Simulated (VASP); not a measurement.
# BAs (CsCl type) (Pm-3m) in VASP: further runs

The runs below take BAs (CsCl type) through single point, relaxation of cell and atoms, with PBE.

Program: VASP 6.6.1. These are calculated values, not measurements. Logs are shortened: lines on timing, memory, paths and dates and some standing lists are left out, and cuts for length are marked.

## 1. The cell of the first run

It takes space group Pm-3m (No. 221, cubic). Conventional cell: a = 2.768 Å, b = 2.768 Å, c = 2.768 Å, α = 90.00°, β = 90.00°, γ = 90.00°. B (site symmetry m-3m) has 8 As at 2.40 Å and 6 B at 2.77 Å within 3.2 Å. As (site symmetry m-3m) has 8 B at 2.40 Å and 6 As at 2.77 Å within 3.2 Å.

## 2. Single point, PBE

INCAR

```
PREC = Accurate
ENCUT = 520
EDIFF = 1E-7
ISMEAR = -1
SIGMA = 0.05
LREAL = False
LASPH = True
NELM = 60
ALGO = Normal
ISIF = 2
LWAVE = False
LCHARG = True
GGA = PE
LELF = True
LVHAR = True
NBANDS = 11
```

KPOINTS

```
regular mesh
0
Gamma
  15 15 15
```

POSCAR

```
BAs
1.0
    2.7681356116      0.0000000000      0.0000000000
    0.0000000000      2.7681356116      0.0000000000
    0.0000000000      0.0000000000      2.7681356116
B As
1 1
Direct
    0.0000000000      0.0000000000      0.0000000000
    0.5000000000      0.5000000000      0.5000000000
```

Potentials or basis: VASP PAW PBE potentials, release 64 (B, As).

Started as:

```bash
> cat potpaw_PBE.64/B/POTCAR potpaw_PBE.64/As/POTCAR > POTCAR
> mpirun -np 1 vasp_std > vasp.out
```

OUTCAR:

```text
PREC = Accurate
   ENCUT = 520
   EDIFF = 1E-7
   ISMEAR = -1
   LREAL = False
   LASPH = True
   NELM = 60
   ISIF = 2
   GGA = PE

 ion  position               nearest neighbor table
   1  0.000  0.000  0.000-   2 2.40   2 2.40   2 2.40   2 2.40   2 2.40   2 2.40   2 2.40   2 2.40

   2  0.500  0.500  0.500-   1 2.40   1 2.40   1 2.40   1 2.40   1 2.40   1 2.40   1 2.40   1 2.40

  LATTYP: Found a simple cubic cell.
 ALAT       =     2.7681356116

  Lattice vectors:

 A1 = (   2.7681356116,   0.0000000000,   0.0000000000)
 A2 = (   0.0000000000,   2.7681356116,   0.0000000000)
 A3 = (   0.0000000000,   0.0000000000,   2.7681356116)

Analysis of symmetry for initial positions (statically):
=====================================================================
 Subroutine PRICEL returns:
 Original cell was already a primitive cell.

 Routine SETGRP: Setting up the symmetry group for a
 simple cubic supercell.

 Subroutine GETGRP returns: Found 48 space group operations
 (whereof 48 operations were pure point group operations)
 out of a pool of 48 trial point group operations.

The static configuration has the point symmetry O_h .

Analysis of symmetry for dynamics (positions and initial velocities):
=====================================================================
 Subroutine PRICEL returns:
 Original cell was already a primitive cell.

 Routine SETGRP: Setting up the symmetry group for a
 simple cubic supercell.

 Subroutine GETGRP returns: Found 48 space group operations
 (whereof 48 operations were pure point group operations)
 out of a pool of 48 trial point group operations.

The dynamic configuration has the point symmetry O_h .

 Subroutine INISYM returns: Found 48 space group operations
 (whereof 48 operations are pure point group operations),
 and found     1 'primitive' translations

----------------------------------------------------------------------------------------

                                     Primitive cell

  volume of cell :      21.2110

  direct lattice vectors                    reciprocal lattice vectors
     2.768135612  0.000000000  0.000000000     0.361253978  0.000000000  0.000000000
     0.000000000  2.768135612  0.000000000     0.000000000  0.361253978  0.000000000
     0.000000000  0.000000000  2.768135612     0.000000000  0.000000000  0.361253978

  length of vectors
     2.768135612  2.768135612  2.768135612     0.361253978  0.361253978  0.361253978

  position of ions in fractional coordinates (direct lattice)
     0.000000000  0.000000000  0.000000000
     0.500000000  0.500000000  0.500000000

  ion indices of the primitive-cell ions
   primitive index   ion index
                 1           1
                 2           2

----------------------------------------------------------------------------------------

 KPOINTS: regular mesh

Automatic generation of k-mesh.
 Grid dimensions read from file:
 generate k-points for:   15   15   15

 Generating k-lattice:

  Cartesian coordinates                     Fractional coordinates (reciprocal lattice)
     0.024083599  0.000000000  0.000000000     0.066666667  0.000000000  0.000000000
     0.000000000  0.024083599  0.000000000     0.000000000  0.066666667  0.000000000
     0.000000000  0.000000000  0.024083599     0.000000000  0.000000000  0.066666667

  Length of vectors
     0.024083599  0.024083599  0.024083599

  Shift w.r.t. Gamma in fractional coordinates (k-lattice)
     0.000000000  0.000000000  0.000000000

 Subroutine IBZKPT returns following result:
 ===========================================

 Found    120 irreducible k-points:

 Following reciprocal coordinates:
            Coordinates               Weight
  0.000000  0.000000  0.000000      1.000000
  0.066667  0.000000  0.000000      6.000000
  0.133333  0.000000  0.000000      6.000000
  0.200000  0.000000  0.000000      6.000000
  0.266667  0.000000  0.000000      6.000000
  0.333333  0.000000  0.000000      6.000000
[... 16 lines left out ...]
  0.266667  0.200000  0.000000     24.000000
  0.333333  0.200000  0.000000     24.000000
 [... further k-points ...]
   k-points           NKPTS =    120   k-points in BZ     NKDIM =    120   number of bands    NBANDS=     11
   number of dos      NEDOS =    301   number of ions     NIONS =      2
   total plane-waves  NPLWV =  13824
   dimension x,y,z NGX =    24 NGY =   24 NGZ =   24
   dimension x,y,z NGXF=    48 NGYF=   48 NGZF=   48
   ions per type =               1   1
   NGX,Y,Z   is equivalent  to a cutoff of  14.41, 14.41, 14.41 a.u.
   NGXF,Y,Z  is equivalent  to a cutoff of  28.83, 28.83, 28.83 a.u.
 SYSTEM =  unknown system
   PREC   = accura    normal or accurate (medium, high low for compatibility)
   ISTART =      0    job   : 0-new  1-cont  2-samecut
   ICHARG =      2    charge: 1-file 2-atom 10-const
   ISPIN  =      1    spin polarized calculation?
   LNONCOLLINEAR =      F non collinear calculations
   LSORBIT =      F    spin-orbit coupling
   LASPH  =      T    aspherical Exc in radial PAW
   ENCUT  =  520.0 eV  38.22 Ry    6.18 a.u.   5.15  5.15  5.15*2*pi/ulx,y,z
   NELM   =     60;   NELMIN=  2; NELMDL= -5     # of ELM steps
   EDIFF  = 0.1E-06   stopping-criterion for ELM
   LREAL  =      F    real-space projection
   EDIFFG = 0.1E-05   stopping-criterion for IOM
   NSW    =      0    number of steps for IOM
   IBRION =     -1    ionic relax: 0-MD 1-quasi-New 2-CG
   NFREE  =      0    steps in history (QN), initial steepest desc. (CG)
   ISIF   =      2    stress and relaxation
   ISYM   =      2    0-nonsym 1-usesym 2-fastsym
   POTIM  = 0.5000    time-step for ionic-motion
   TEBEG  =    0.0;   TEEND  =   0.0 temperature during run
   PSTRESS=    0.0 pullay stress
   NELECT =       8.0000    total number of electrons
   NUPDOWN=      -1.0000    fix difference up-down
   EMIN   =  10.00;   EMAX   =-10.00  energy-range for DOS
   EFERMI =   0.00;   METHOD = LEGACY
   ISMEAR =    -1;   SIGMA  =   0.05  broadening in eV -4-tet -1-fermi 0-gaus
   EFERMI_NEDOS =   21; number of points for ismear=-14 and -15
   IALGO  =     38    algorithm
   IMIX   =      4    mixing-type and parameters
     AMIX     =   0.40;   BMIX     =  1.00
     AMIX_MAG =   1.60;   BMIX_MAG =  1.00
  volume/ion in A,a.u.               =      10.61        71.57
  Fermi-wavevector in a.u.,A,eV,Ry     =   1.182817  2.235200 19.035305  1.399055
  Thomas-Fermi vector in A             =   2.319063
   LORBIT       =      0    0 simple, 1 ext, 2 COOP (PROOUT), +10 PAW based schemes
   GGA     = PE    functional components
   LHFCALC =     F    Hartree Fock is set to
   AEXX    =    0.0000 exact exchange contribution
   IVDW    =     0    specifies the selected vdW correction
   LEPSILON=     F    determine dielectric tensor
   LRPA    =     F    only Hartree local field effects (RPA)
 non-spin polarized calculation
  energy-cutoff  :      520.00
  volume of cell :       21.21
 maximum number of plane-waves:       588
 NGX is ok and might be reduce to    24
   NGX = 11   NGY = 11   NGZ = 11

 number of electron       7.9999999 magnetization

 Free energy of the ion-electron system (eV)
  ---------------------------------------------------
  ext. energy  EPLUGINS =         0.00000000
  ---------------------------------------------------
  free energy    TOTEN  =        -8.04495736 eV

  energy without entropy =       -8.03699161  energy(sigma->0) =       -8.04097448

 E-fermi :   9.3633     XC(G=0): -12.2063

 val. band max:        9.3382647914   @ k =   0.2667   0.2000   0.0667
 cond. band min:       9.3733941549   @ k =   0.4000   0.4000   0.3333
 fundamental gap:      0.0351293636
 Fermi energy:         9.3633147844

 k-point     1 :       0.0000    0.0000    0.0000
  band No.  band energies     occupation
      1      -8.2665      2.00000
      2       8.2240      2.00000
      3       8.2240      2.00000
      4       8.2240      2.00000
      5      10.7587      0.00000
      6      14.7623      0.00000
      7      14.7623      0.00000
      8      20.6082      0.00000
      9      20.6082      0.00000
     10      20.6082      0.00000
     11      29.8571      0.00000

 k-point     2 :       0.0667    0.0000    0.0000
  band No.  band energies     occupation
      1      -8.1858      2.00000
      2       7.3113      2.00000
      3       8.3078      2.00000
      4       8.3078      2.00000
      5      11.1390      0.00000
      6      14.8424      0.00000
      7      15.4421      0.00000
      8      20.3576      0.00000
      9      20.3576      0.00000
     10      20.4450      0.00000
     11      29.5418      0.00000

 k-point     3 :       0.1333    0.0000    0.0000
  band No.  band energies     occupation
      1      -7.9444      2.00000
      2       5.6008      2.00000
      3       8.5586      2.00000
      4       8.5586      2.00000
      5      11.5965      0.00000
      6      15.0826      0.00000
      7      17.0439      0.00000
      8      19.6451      0.00000
      9      19.6451      0.00000
     10      20.0988      0.00000
     11      28.8570      0.00000

 k-point     4 :       0.2000    0.0000    0.0000
  band No.  band energies     occupation
      1      -7.5445      2.00000
      2       3.7779      2.00000
      3       8.9738      1.99917
      4       8.9738      1.99917
      5      11.9832      0.00000
      6      15.4816      0.00000
      7      18.1550      0.00000
      8      18.5859      0.00000
      9      18.5859      0.00000
     10      20.5510      0.00000
     11      26.7925      0.00000

 k-point     5 :       0.2667    0.0000    0.0000
  band No.  band energies     occupation
      1      -6.9918      2.00000
      2       2.0186      2.00000
      3       9.5486      0.04799
      4       9.5486      0.04799
      5      12.3946      0.00000
      6      16.0367      0.00000
      7      17.3297      0.00000
      8      17.3297      0.00000
      9      17.7079      0.00000
     10      22.6901      0.00000
     11      24.9049      0.00000
[... 211 lines left out ...]
 k-point    21 :       0.4667    0.1333    0.0000
  band No.  band energies     occupation
      1      -4.4893      2.00000
      2      -1.7196      2.00000
      3       9.3945      0.69775
      4      10.6167      0.00000
      5      12.2731      0.00000
      6      13.8484      0.00000
      7      15.4616      0.00000
      8      16.4324      0.00000
      9      20.6490      0.00000
     10      22.1071      0.00000
     11      27.9827      0.00000

 k-point    22 :       0.2000    0.2000    0.0000
  band No.  band energies     occupation
      1      -6.8192      2.00000
      2       4.4578      2.00000
      3       4.5416      2.00000
      4       9.6983      0.00246
      5      13.3727      0.00000
      6      14.7158      0.00000
      7      17.8471      0.00000
      8      18.9001      0.00000
      9      19.3301      0.00000
     10      22.0397      0.00000
     11      25.7138      0.00000

 k-point    23 :       0.2667    0.2000    0.0000
  band No.  band energies     occupation
      1      -6.2636      2.00000
      2       2.7365      2.00000
      3       5.0537      2.00000
      4      10.2503      0.00000
      5      12.8078      0.00000
      6      14.2763      0.00000
      7      17.1164      0.00000
      8      18.6932      0.00000
      9      20.2851      0.00000
     10      23.8438      0.00000
     11      25.3066      0.00000

 k-point    24 :       0.3333    0.2000    0.0000
  band No.  band energies     occupation
      1      -5.5682      2.00000
      2       1.1094      2.00000
      3       5.7572      2.00000
      4      10.9415      0.00000
      5      11.4696      0.00000
      6      14.7039      0.00000
      7      16.1630      0.00000
      8      18.1955      0.00000
      9      20.9969      0.00000
     10      24.7435      0.00000
     11      25.3445      0.00000

 [... further k-points ...]
[... 5 lines left out ...]
  --------------------------------------------------------------------------------------
  -------------------------------------------------------------------------------------
  Total        3.6561431      3.6561431      3.6561431      0.0000000     -0.0000000      0.0000000
  in kB      276.1669356    276.1669356    276.1669356      0.0000000     -0.0000000      0.0000000
  external PRESSURE =     276.1669356 kB  Pullay stress =       0.0000000 kB

 VOLUME and BASIS-vectors are now :
 -----------------------------------------------------------------------------
  energy-cutoff  :      520.00
  volume of cell :       21.21
      direct lattice vectors                 reciprocal lattice vectors
     2.768135612  0.000000000  0.000000000     0.361253978  0.000000000  0.000000000
     0.000000000  2.768135612  0.000000000     0.000000000  0.361253978  0.000000000
     0.000000000  0.000000000  2.768135612     0.000000000  0.000000000  0.361253978

 POSITION                                       TOTAL-FORCE (eV/Angst)
 -----------------------------------------------------------------------------------
      0.00000      0.00000      0.00000         0.000000      0.000000      0.000000
      1.38407      1.38407      1.38407         0.000000      0.000000      0.000000
 -----------------------------------------------------------------------------------
    total drift:                                0.000000     -0.000000     -0.000000

  FREE ENERGIE OF THE ION-ELECTRON SYSTEM (eV)
  ---------------------------------------------------
  free  energy   TOTEN  =        -8.0449573553 eV

  energy  without entropy=       -8.0369916053  energy(sigma->0) =       -8.04097448
```

It took 22 s on 1 thread of Intel Xeon 6975P-C, shared host; peak memory 0.16 GiB.

Results:

| Item | Value |
| --- | --- |
| Free energy | -8.0450 eV |
| Pressure | 27.6 GPa |
| Band gap on the k mesh | zero (band 4 reaches 12.10 eV, above the bottom of band 5 at 6.41 eV) |

Levels at points of the mesh, in eV from the Fermi level:
| k point | band 2 | band 3 | band 4 | band 5 | band 6 | band 7 |
| --- | --- | --- | --- | --- | --- | --- |
| (0.00, 0.00, 0.00) | -1.14 | -1.14 | -1.14 | 1.40 | 5.40 | 5.40 |

## 3. Relaxation of cell and atoms, PBE, target pressure 27 GPa, at which the enthalpy is minimised

INCAR

```
PREC = Accurate ; ENCUT = 600
EDIFF = 1E-6 ; ISMEAR = -1
SIGMA = 0.05 ; LREAL = False
LASPH = True ; NELM = 100
ALGO = Normal ; ISIF = 3
LWAVE = False ; LCHARG = False
GGA = PE ; IBRION = 2
NSW = 32 ; EDIFFG = -0.005
PSTRESS = 270.0
```

KPOINTS is that of step 2.

POSCAR is that of step 2.

Potentials or basis: VASP PAW PBE potentials, release 64 (B, As).

Started as:

```bash
> cat potpaw_PBE.64/B/POTCAR potpaw_PBE.64/As/POTCAR > POTCAR
> mpirun -np 1 vasp_std > vasp.out
```

It took 31 s on 1 thread of Intel Xeon 6975P-C, shared host; peak memory 0.16 GiB.

Results (log left out):

```
Free energy                                            : -8.0555 eV
Relaxed volume                                         : 10.64 Å³/atom
Relaxed cell                                           : a = 2.771 Å, b = 2.771 Å, c = 2.771 Å, α = 90.00°, β = 90.00°, γ = 90.00°
Space group after relaxing (to 0.05 Å)                 : Pm-3m (No. 221)
Energy change on relaxing (the enthalpy is what falls) : -5.0 meV/atom
Ionic steps                                            : 3
Pressure after relaxing                                : 27.0 GPa
```

Step by step:
| step | energy change (eV) | largest force (eV/Å) | pressure (GPa) | volume (Å³) |
| --- | --- | --- | --- | --- |
| 1 | 0.0000 | 0.0000 | 27.61 | 21.21 |
| 2 | -0.0210 | 0.0000 | 26.36 | 21.34 |
| 3 | -0.0101 | 0.0000 | 27.02 | 21.27 |

Final structure:
```
CELL_PARAMETERS angstrom
2.77071 0.00000 0.00000
0.00000 2.77071 0.00000
0.00000 0.00000 2.77071
ATOMIC_POSITIONS crystal
B 0.00000 0.00000 0.00000
As 0.50000 0.50000 0.50000
```

Levels at points of the mesh, in eV from the Fermi level:
| k point | band 2 | band 3 | band 4 | band 5 | band 6 | band 7 |
| --- | --- | --- | --- | --- | --- | --- |
| (0.00, 0.00, 0.00) | -1.13 | -1.13 | -1.13 | 1.37 | 5.40 | 5.40 |

Caveat: the cell is relaxed towards a set pressure, so the enthalpy falls and the energy may rise; the bands computed are all filled at some k points, so no gap is given.
